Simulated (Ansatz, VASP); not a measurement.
# One calculation of Sr, two programs

```xyz
1
Lattice="0.0000 3.0330 3.0330 3.0330 0.0000 3.0330 3.0330 3.0330 0.0000" Properties=species:S:1:pos:R:3 pbc="T T T"
Sr    0.0000    0.0000    0.0000
```

Alike in both runs: task relaxation of cell and atoms; functional r2SCAN; k mesh 12 × 12 × 12; occupations gaussian, width 0.1 eV; no spin polarisation.

```csv
,VASP,Ansatz
version,VASP 6.6.1,Ansatz 0.2.0
potentials or method,"VASP PAW PBE potentials, release 64 (Sr_sv), cutoff 600 eV","scalar-relativistic, plane waves, PAW"
valence electrons in the cell,10,10
```

|  | VASP | Ansatz | Ansatz less VASP |
| --- | --- | --- | --- |
| gap on the k mesh at the Fermi level, each at its own relaxed structure (eV) | none | none | - |
| relaxed volume (Å³/atom) | 56.80 | 56.73 | -0.074 |
| relaxed cell length with the largest relative difference (Å) | 4.315 | 4.313 | -0.0019 |

VASP's potentials were made for PBE, not for r2SCAN. A gap of «none» marks a metal or a gap that the smearing closes.
